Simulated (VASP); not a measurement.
Runs of VASP 6.6.1 on Mg5Te2. The structure is that of space group P6/mmm (No. 191), or close to it. The cells are those of the table. The cell was generated, and may not be a known phase.

```tsv
task	cell	k mesh	cutoff (eV)	gap on the mesh (eV)	pressure (GPa)	relaxed volume (Å³/atom)
relaxation of cell and atoms	relaxed from a = 6.002, b = 6.002, c = 5.973 Å, angles 90.0, 90.0, 120.0°, 7 atoms	6 × 6 × 6	600	none	0.0	26.47
relaxation of cell and atoms	relaxed from a = 5.661, b = 5.661, c = 6.386 Å, angles 90.0, 90.0, 120.0°, 7 atoms	6 × 6 × 4	600	none	0.0	26.62
single point	a = 6.027, b = 6.027, c = 5.907 Å, angles 90.0, 90.0, 120.0°, 7 atoms	6 × 6 × 6	520	none	-0.1	-
single point	a = 6.002, b = 6.002, c = 5.973 Å, angles 90.0, 90.0, 120.0°, 7 atoms	6 × 6 × 4	520	none	0.0	-
single point	a = 5.661, b = 5.661, c = 6.386 Å, angles 90.0, 90.0, 120.0°, 7 atoms	6 × 6 × 4	520	none	(a)	-
```

Alike in all rows: level PBE; potentials or basis VASP PAW PBE potentials, release 64 (Mg, Te); no spin polarisation; smearing gaussian 0.1 eV.

Q: Estimate the missing entries.

A: (a) 3.1.

Caveats: spin-orbit coupling is left out, which moves the levels of the heavy elements; the stress differs along the axes, from -5 to 7 GPa (at least some runs).

A k mesh can miss the band edges, and the runs leave out spin-orbit coupling on Te.

A gap of «none» marks levels without a gap at the run's occupations.
